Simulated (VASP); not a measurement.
NaLi2 (C15 type):

```xyz
6
Lattice="0.0000 4.1589 4.1589 4.1589 0.0000 4.1589 4.1589 4.1589 0.0000" Properties=species:S:1:pos:R:3 pbc="T T T"
Na    1.0397    1.0397    1.0397
Na   -1.0397   -1.0397   -1.0397
Li    4.1589    4.1589    4.1589
Li    2.0795    2.0795    4.1589
Li    2.0795    4.1589    2.0795
Li    4.1589    2.0795    2.0795
```

```yaml
Program: VASP 6.6.1
Task: relaxation of cell and atoms
Functional: PBEsol
Potentials_or_basis: VASP PAW PBE potentials, release 64 (Na_pv, Li_sv)
Cutoff: 600 eV
k_mesh: 7 × 7 × 7
Occupations: fermi-dirac, width 0.05 eV
Spin: no spin polarisation
```

At the start: pressure 1.0 GPa; volume 23.98 Å³/atom.

Task: How do energy, volume and symmetry change on relaxing?

Result: Over 4 steps the energy falls by 6.2 meV/atom and the volume is 26.06 Å³/atom (+8.7 %); space group Fd-3m (No. 227, to 0.05 Å).

Step by step:
| step | energy change (eV) | largest force (eV/Å) | pressure (GPa) | volume (Å³) |
| --- | --- | --- | --- | --- |
| 1 | 0.0000 | 0.0000 | 1.02 | 143.87 |
| 2 | -0.0173 | 0.0000 | 0.72 | 147.06 |
| 3 | -0.0372 | 0.0000 | 0.04 | 155.76 |
| 4 | -0.0373 | 0.0000 | 0.00 | 156.36 |

Final structure:
```yaml
crystal:
  lattice:
    - [0.00000, 4.27591, 4.27591]
    - [4.27591, 0.00000, 4.27591]
    - [4.27591, 4.27591, 0.00000]
  atoms:
    - { symbol: Na, position: [0.12500, 0.12500, 0.12500] }
    - { symbol: Na, position: [0.87500, 0.87500, 0.87500] }
    - { symbol: Li, position: [0.50000, 0.50000, 0.50000] }
    - { symbol: Li, position: [0.50000, 0.50000, 0.00000] }
    - { symbol: Li, position: [0.50000, 0.00000, 0.50000] }
    - { symbol: Li, position: [0.00000, 0.50000, 0.50000] }
```

Caveat: the cutoff is under 1.25 times the usual one of these potentials, so pressure, stress and relaxed cells hold a basis-set (Pulay) error; the PAW data sets were made with another functional, which shifts forces and pressure a little.
